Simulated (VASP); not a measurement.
A run of VASP 6.6.1 is set up as follows.

The input INCAR:

```
ALGO = Fast ; EDIFF = 1E-7
ENCUT = 520 ; GGA = PE
ISIF = 2 ; ISMEAR = 0
LASPH = True ; LCHARG = True
LELF = True ; LREAL = False
LVHAR = True ; LWAVE = False
NBANDS = 28 ; NELM = 80
PREC = Accurate ; SIGMA = 0.1
```

Contents of KPOINTS:

```
k-points
0
Gamma
  12 6 8
```

POSCAR

```
Re2Sb
1.0
    2.9459848414      0.0000000000      0.0000000000
    0.0000000000      7.7507643460      0.0000000000
    0.0000000000      0.0000000000      4.4361497149
Re Sb
4 2
Direct
    0.2838430806      0.8349344012      0.5000000000
    0.7838430806      0.6650655988      0.0000000000
    0.7161569194      0.1650655988      0.5000000000
    0.2161569194      0.3349344012      0.0000000000
    0.5000000000      0.5000000000      0.5000000000
    0.0000000000      0.0000000000      0.0000000000
```

Potentials or basis: VASP PAW PBE potentials, release 64 (Re, Sb).

Run with:

```bash
$ cat potpaw_PBE.64/Re/POTCAR potpaw_PBE.64/Sb/POTCAR > POTCAR
$ mpirun -np 1 vasp_std > vasp.out
```

(1) Estimate the band gap on the k mesh.

(2) What does it give for the pressure?

Answers

(1) zero (bands 19 and 20 overlap by 1.58 eV).

(2) -0.1 GPa.

Caveat: spin-orbit coupling is left out, which moves the levels of the heavy elements.
